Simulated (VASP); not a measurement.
# CuI (Marshite) (I-4m2) in VASP: notebook, part 2 of 2

VASP 6.6.1.

## Step 5: Single point, PBEsol

This run uses another cell than the first one, of the same volume but with other edges.

INCAR

```
SYSTEM = CuI
PREC = Accurate
ENCUT = 520
EDIFF = 1E-6
ISMEAR = 0
SIGMA = 0.05
LREAL = .FALSE.
LASPH = .TRUE.
NELM = 80
ALGO = Normal
ISIF = 2
LWAVE = .FALSE.
LCHARG = .TRUE.
GGA = PS
LELF = .TRUE.
LVHAR = .TRUE.
NBANDS = 16
```

KPOINTS

```
Automatic mesh
0
G
  6 6 6
  0 0 0
```

POSCAR

```
CuI
1.0
    0.0000000000      3.0921300000      2.9137831603
    3.0921300000      0.0000000000      2.9137831603
    3.0921300000      3.0921300000      0.0000000000
Cu I
1 1
Direct
    0.2500000000      0.2500000000      0.2500000000
    0.0000000000      0.0000000000      0.0000000000
```

Potentials or basis: VASP PAW PBE potentials, release 64 (Cu, I).

Run with:

```console
$ cat potpaw_PBE.64/Cu/POTCAR potpaw_PBE.64/I/POTCAR > POTCAR
$ mpirun -np 1 vasp_std > vasp.out
```

OUTCAR:

```text
SYSTEM = CuI
   PREC = Accurate
   ENCUT = 520
   EDIFF = 1E-6
   ISMEAR = 0
   LREAL = .FALSE.
   LASPH = .TRUE.
   NELM = 80
   ISIF = 2
   GGA = PS

 ion  position               nearest neighbor table
   1  0.250  0.250  0.250-   2 2.63   2 2.63   2 2.63   2 2.63
   2  0.000  0.000  0.000-   1 2.63   1 2.63   1 2.63   1 2.63

  LATTYP: Found a body centered tetragonal cell.
 ALAT       =     4.3729321826
 C/A-ratio  =     1.3326450256

  Lattice vectors:

 A1 = (   0.0000000000,  -3.0921300000,  -2.9137831603)
 A2 = (   0.0000000000,   3.0921300000,  -2.9137831603)
 A3 = (   3.0921300000,   0.0000000000,   2.9137831603)

Analysis of symmetry for initial positions (statically):
=====================================================================
 Subroutine PRICEL returns:
 Original cell was already a primitive cell.

 Routine SETGRP: Setting up the symmetry group for a
 body centered tetragonal supercell.

 Subroutine GETGRP returns: Found  8 space group operations
 (whereof  8 operations were pure point group operations)
 out of a pool of 16 trial point group operations.

The static configuration has the point symmetry D_2d.

Analysis of symmetry for dynamics (positions and initial velocities):
[... 161 lines left out ...]
 val. band max:        4.3284215023   @ k =   0.0000   0.0000   0.0000
 cond. band min:       5.3010709443   @ k =   0.0000   0.0000   0.0000
 fundamental gap:      0.9726494420
 Fermi energy:         4.5686087230

 k-point     1 :       0.0000    0.0000    0.0000
  band No.  band energies     occupation
      1      -9.7382      2.00000
      2       0.6294      2.00000
      3       0.6294      2.00000
      4       0.6920      2.00000
      5       2.3858      2.00000
      6       2.4341      2.00000
[... 433 lines left out ...]
      3       0.2719      2.00000
      4       0.6449      2.00000
      5       2.3123      2.00000
      6       2.4624      2.00000
[... 8 lines left out ...]
     15      15.3185      0.00000
     16      16.5097      0.00000

 [... further k-points ...]

------------------------ aborting loop because EDIFF is reached ----------------------------------------

  FORCE on cell =-STRESS in cart. coord.  units (eV):
  Direction    XX          YY          ZZ          XY          YZ          ZX
  --------------------------------------------------------------------------------------
  -------------------------------------------------------------------------------------
  Total       -0.8878962     -0.8878962     -0.5025877      0.0000000      0.0000000      0.0000000
  in kB      -25.5311305    -25.5311305    -14.4517248      0.0000000      0.0000000      0.0000000
  external PRESSURE =     -21.8379952 kB  Pullay stress =       0.0000000 kB

 VOLUME and BASIS-vectors are now :
 -----------------------------------------------------------------------------
  energy-cutoff  :      520.00
  volume of cell :       55.72
      direct lattice vectors                 reciprocal lattice vectors
     0.000000000  3.092130000  2.913783160    -0.161700834  0.161700834  0.171598219
     3.092130000  0.000000000  2.913783160     0.161700834 -0.161700834  0.171598219
     3.092130000  3.092130000  0.000000000     0.161700834  0.161700834 -0.171598219

 POSITION                                       TOTAL-FORCE (eV/Angst)
 -----------------------------------------------------------------------------------
      1.54607      1.54607      1.45689         0.000000      0.000000      0.000000
      0.00000      0.00000      0.00000        -0.000000     -0.000000      0.000000
 -----------------------------------------------------------------------------------
    total drift:                               -0.000002     -0.000002     -0.000004

  FREE ENERGIE OF THE ION-ELECTRON SYSTEM (eV)
  ---------------------------------------------------
  free  energy   TOTEN  =        -6.2841500525 eV

  energy  without entropy=       -6.2841500525  energy(sigma->0) =       -6.28415005
```

Run time: 25 s. Hardware: 1 thread of Intel Xeon Platinum 8259CL at 2.50GHz (Skylake/Cascade Lake), shared host; peak memory 0.19 GiB.

What came out:

```
Free energy            : -6.2842 eV
Pressure               : -2.2 GPa
Band gap on the k mesh : 0.97 eV, direct
```

Stress tensor (GPa, compression positive):
```
-2.55  0.00  0.00
 0.00 -2.55  0.00
 0.00  0.00 -1.45
```

Caveat: the PAW data sets were made with another functional, which shifts forces and pressure a little; spin-orbit coupling is left out, which moves the levels of the heavy elements.

## Step 6: Single point, PBEsol

This run uses another cell than the first one, of the same volume but with other edges.

INCAR

```
SYSTEM = CuI
PREC     = Accurate       ! precision mode
ENCUT    = 520            ! plane-wave cutoff, eV
EDIFF    = 1E-6           ! SCF threshold, eV
ISMEAR   = 0              ! smearing method
SIGMA    = 0.05           ! smearing width, eV
LREAL    = .FALSE.        ! projectors in reciprocal space
LASPH    = .TRUE.         ! aspherical terms in the spheres
NELM     = 100            ! most SCF steps
ALGO     = Normal         ! electronic algorithm
ISIF     = 2              ! what is computed and relaxed
LWAVE    = .FALSE.        ! write WAVECAR
LCHARG   = .FALSE.        ! write CHGCAR
GGA      = PS             ! functional
NBANDS   = 16             ! bands
```

KPOINTS

```
regular mesh
0
G
  6 6 6
  0 0 0
```

POSCAR

```
CuI
1.0
    0.0000000000      3.1224450000      2.8574794985
    3.1224450000      0.0000000000      2.8574794985
    3.1224450000      3.1224450000      0.0000000000
Cu I
1 1
Direct
    0.2500000000      0.2500000000      0.2500000000
    0.0000000000      0.0000000000      0.0000000000
```

Potentials or basis: VASP PAW PBE potentials, release 64 (Cu, I).

Run with:

```console
$ cat potpaw_PBE.64/Cu/POTCAR potpaw_PBE.64/I/POTCAR > POTCAR
$ mpirun -np 1 vasp_std > vasp.out
```

OUTCAR:

```text
SYSTEM = CuI
   PREC = Accurate
   ENCUT = 520
   EDIFF = 1E-6
   ISMEAR = 0
   LREAL = .FALSE.
   LASPH = .TRUE.
   NELM = 100
   ISIF = 2
   GGA = PS

 ion  position               nearest neighbor table
   1  0.250  0.250  0.250-   2 2.63   2 2.63   2 2.63   2 2.63
   2  0.000  0.000  0.000-   1 2.63   1 2.63   1 2.63   1 2.63

  LATTYP: Found a body centered tetragonal cell.
 ALAT       =     4.4158040668
 C/A-ratio  =     1.2942057461

  Lattice vectors:

 A1 = (   0.0000000000,  -3.1224450000,  -2.8574794985)
 A2 = (   0.0000000000,   3.1224450000,  -2.8574794985)
 A3 = (   3.1224450000,   0.0000000000,   2.8574794985)

Analysis of symmetry for initial positions (statically):
=====================================================================
 Subroutine PRICEL returns:
 Original cell was already a primitive cell.

 Routine SETGRP: Setting up the symmetry group for a
 body centered tetragonal supercell.

 Subroutine GETGRP returns: Found  8 space group operations
 (whereof  8 operations were pure point group operations)
 out of a pool of 16 trial point group operations.

The static configuration has the point symmetry D_2d.

Analysis of symmetry for dynamics (positions and initial velocities):
=====================================================================
 Subroutine PRICEL returns:
 Original cell was already a primitive cell.

 Routine SETGRP: Setting up the symmetry group for a
 body centered tetragonal supercell.

 Subroutine GETGRP returns: Found  8 space group operations
 (whereof  8 operations were pure point group operations)
 out of a pool of 16 trial point group operations.

The dynamic configuration has the point symmetry D_2d.

 Subroutine INISYM returns: Found  8 space group operations
 (whereof  8 operations are pure point group operations),
 and found     1 'primitive' translations

----------------------------------------------------------------------------------------

                                     Primitive cell

  volume of cell :      55.7189

  direct lattice vectors                    reciprocal lattice vectors
     0.000000000  3.122445000  2.857479499    -0.160130923  0.160130923  0.174979383
     3.122445000  0.000000000  2.857479499     0.160130923 -0.160130923  0.174979383
     3.122445000  3.122445000  0.000000000     0.160130923  0.160130923 -0.174979383

  length of vectors
     4.232593987  4.232593987  4.415804067     0.286184573  0.286184573  0.286184573

  position of ions in fractional coordinates (direct lattice)
     0.250000000  0.250000000  0.250000000
     0.000000000  0.000000000  0.000000000

  ion indices of the primitive-cell ions
   primitive index   ion index
                 1           1
                 2           2

----------------------------------------------------------------------------------------

 KPOINTS: regular mesh

Automatic generation of k-mesh.
 Grid dimensions read from file:
 generate k-points for:    6    6    6

 Generating k-lattice:

  Cartesian coordinates                     Fractional coordinates (reciprocal lattice)
    -0.026688487  0.026688487  0.029163231     0.166666667  0.000000000  0.000000000
     0.026688487 -0.026688487  0.029163231     0.000000000  0.166666667  0.000000000
     0.026688487  0.026688487 -0.029163231    -0.000000000 -0.000000000  0.166666667

  Length of vectors
     0.047697429  0.047697429  0.047697429

  Shift w.r.t. Gamma in fractional coordinates (k-lattice)
     0.000000000  0.000000000  0.000000000

 Subroutine IBZKPT returns following result:
 ===========================================

 Found     30 irreducible k-points:

 Following reciprocal coordinates:
            Coordinates               Weight
  0.000000  0.000000  0.000000      1.000000
  0.166667  0.000000  0.000000      8.000000
  0.333333  0.000000  0.000000      8.000000
  0.500000  0.000000  0.000000      4.000000
  0.166667  0.166667  0.000000      2.000000
  0.333333  0.166667  0.000000      8.000000
[... 16 lines left out ...]
  0.333333  0.000000  0.333333      4.000000
  0.500000 -0.000000  0.333333     16.000000
 [... further k-points ...]
   k-points           NKPTS =     30   k-points in BZ     NKDIM =     30   number of bands    NBANDS=     16
   number of dos      NEDOS =    301   number of ions     NIONS =      2
   total plane-waves  NPLWV =  36864
   dimension x,y,z NGX =    32 NGY =   32 NGZ =   36
   dimension x,y,z NGXF=    64 NGYF=   64 NGZF=   72
   ions per type =               1   1
   NGX,Y,Z   is equivalent  to a cutoff of  12.57, 12.57, 13.55 a.u.
   NGXF,Y,Z  is equivalent  to a cutoff of  25.14, 25.14, 27.11 a.u.
 SYSTEM =  CuI
   PREC   = accura    normal or accurate (medium, high low for compatibility)
   ISTART =      0    job   : 0-new  1-cont  2-samecut
   ICHARG =      2    charge: 1-file 2-atom 10-const
   ISPIN  =      1    spin polarized calculation?
   LNONCOLLINEAR =      F non collinear calculations
   LSORBIT =      F    spin-orbit coupling
   LASPH  =      T    aspherical Exc in radial PAW
   ENCUT  =  520.0 eV  38.22 Ry    6.18 a.u.   7.87  7.87  8.21*2*pi/ulx,y,z
   NELM   =    100;   NELMIN=  2; NELMDL= -5     # of ELM steps
   EDIFF  = 0.1E-05   stopping-criterion for ELM
   LREAL  =      F    real-space projection
   EDIFFG = 0.1E-04   stopping-criterion for IOM
   NSW    =      0    number of steps for IOM
   IBRION =     -1    ionic relax: 0-MD 1-quasi-New 2-CG
   NFREE  =      0    steps in history (QN), initial steepest desc. (CG)
   ISIF   =      2    stress and relaxation
   ISYM   =      2    0-nonsym 1-usesym 2-fastsym
   POTIM  = 0.5000    time-step for ionic-motion
   TEBEG  =    0.0;   TEEND  =   0.0 temperature during run
   PSTRESS=    0.0 pullay stress
   NELECT =      18.0000    total number of electrons
   NUPDOWN=      -1.0000    fix difference up-down
   EMIN   =  10.00;   EMAX   =-10.00  energy-range for DOS
   EFERMI =   0.00;   METHOD = LEGACY
   ISMEAR =     0;   SIGMA  =   0.05  broadening in eV -4-tet -1-fermi 0-gaus
   EFERMI_NEDOS =   21; number of points for ismear=-14 and -15
   IALGO  =     38    algorithm
   IMIX   =      4    mixing-type and parameters
     AMIX     =   0.40;   BMIX     =  1.00
     AMIX_MAG =   1.60;   BMIX_MAG =  1.00
  volume/ion in A,a.u.               =      27.86       188.00
  Fermi-wavevector in a.u.,A,eV,Ry     =   1.123306  2.122741 17.168055  1.261816
  Thomas-Fermi vector in A             =   2.259971
   LORBIT       =      0    0 simple, 1 ext, 2 COOP (PROOUT), +10 PAW based schemes
   GGA     = PS    functional components
   LHFCALC =     F    Hartree Fock is set to
   AEXX    =    0.0000 exact exchange contribution
   IVDW    =     0    specifies the selected vdW correction
   LEPSILON=     F    determine dielectric tensor
   LRPA    =     F    only Hartree local field effects (RPA)
 non-spin polarized calculation
 Gauss-broadening in eV      SIGMA  =   0.05
  energy-cutoff  :      520.00
  volume of cell :       55.72
 maximum number of plane-waves:      1546
   NGX = 15   NGY = 15   NGZ = 17

 number of electron      18.0000007 magnetization

 Free energy of the ion-electron system (eV)
  ---------------------------------------------------
  ext. energy  EPLUGINS =         0.00000000
  ---------------------------------------------------
  free energy    TOTEN  =        -6.27501513 eV

  energy without entropy =       -6.27501513  energy(sigma->0) =       -6.27501513

 E-fermi :   4.5710     XC(G=0):  -9.1451

 val. band max:        4.3359036161   @ k =   0.0000   0.0000   0.0000
 cond. band min:       5.2885119287   @ k =   0.0000   0.0000   0.0000
 fundamental gap:      0.9526083126
 Fermi energy:         4.5710246398

 k-point     1 :       0.0000    0.0000    0.0000
  band No.  band energies     occupation
      1      -9.7329      2.00000
      2       0.6348      2.00000
      3       0.6348      2.00000
      4       0.7229      2.00000
      5       2.3776      2.00000
      6       2.4475      2.00000
[... 8 lines left out ...]
     15      13.2294      0.00000
     16      14.2115      0.00000
[... 419 lines left out ...]
 k-point    24 :       0.5000   -0.0000    0.3333
  band No.  band energies     occupation
      1      -9.0646      2.00000
      2      -1.1558      2.00000
      3       0.2980      2.00000
      4       0.6881      2.00000
      5       2.3119      2.00000
      6       2.4585      2.00000
[... 8 lines left out ...]
     15      15.1950      0.00000
     16      16.5243      0.00000

 [... further k-points ...]
[... 5 lines left out ...]
  --------------------------------------------------------------------------------------
  -------------------------------------------------------------------------------------
  Total       -0.9626152     -0.9626152     -0.4112112      0.0000000      0.0000000      0.0000000
  in kB      -27.6796497    -27.6796497    -11.8242287      0.0000000      0.0000000      0.0000000
  external PRESSURE =     -22.3945093 kB  Pullay stress =       0.0000000 kB

 VOLUME and BASIS-vectors are now :
 -----------------------------------------------------------------------------
  energy-cutoff  :      520.00
  volume of cell :       55.72
      direct lattice vectors                 reciprocal lattice vectors
     0.000000000  3.122445000  2.857479499    -0.160130923  0.160130923  0.174979383
     3.122445000  0.000000000  2.857479499     0.160130923 -0.160130923  0.174979383
     3.122445000  3.122445000  0.000000000     0.160130923  0.160130923 -0.174979383

 POSITION                                       TOTAL-FORCE (eV/Angst)
 -----------------------------------------------------------------------------------
      1.56122      1.56122      1.42874         0.000000      0.000000      0.000000
      0.00000      0.00000      0.00000        -0.000000     -0.000000     -0.000000
 -----------------------------------------------------------------------------------
    total drift:                               -0.000002     -0.000002     -0.000005

  FREE ENERGIE OF THE ION-ELECTRON SYSTEM (eV)
  ---------------------------------------------------
  free  energy   TOTEN  =        -6.2750151339 eV

  energy  without entropy=       -6.2750151339  energy(sigma->0) =       -6.27501513
```

Wall time 22 s (1 thread of Intel Xeon Platinum 8259CL at 2.50GHz (Skylake/Cascade Lake), shared host); peak memory 0.2 GiB.

What came out:

```
Free energy            : -6.2750 eV
Pressure               : -2.2 GPa
Band gap on the k mesh : 0.95 eV, direct
```

Stress tensor (GPa, compression positive):
```
-2.77  0.00  0.00
 0.00 -2.77  0.00
 0.00  0.00 -1.18
```

Caveat: the PAW data sets were made with another functional, which shifts forces and pressure a little; spin-orbit coupling is left out, which moves the levels of the heavy elements.

## Step 7: Overview

```csv
cell,gap on the mesh (eV),pressure (GPa)
"a = 4.362, b = 4.362, c = 4.159 Å, angles 61.5, 61.5, 56.9°, 2 atoms",0.96,-2.3
"a = 4.335, b = 4.335, c = 4.201 Å, angles 61.0, 61.0, 58.0°, 2 atoms",0.99,-2.5
"a = 4.267, b = 4.267, c = 4.330 Å, angles 59.5, 59.5, 61.0°, 2 atoms",1.00,-2.2
"a = 4.249, b = 4.249, c = 4.373 Å, angles 59.0, 59.0, 61.9°, 2 atoms",0.97,-2.2
"a = 4.233, b = 4.233, c = 4.416 Å, angles 58.6, 58.6, 62.9°, 2 atoms",0.95,-2.2
```

Alike in all rows: task single point; level PBEsol; potentials or basis VASP PAW PBE potentials, release 64 (Cu, I); no spin polarisation; k mesh 6 × 6 × 6; cutoff (eV) 520; smearing gaussian 0.05 eV.

Caveats: the PAW data sets were made with another functional, which shifts forces and pressure a little; spin-orbit coupling is left out, which moves the levels of the heavy elements.

Total energies depend on the potentials used, so only differences within one code and one set of settings carry meaning.
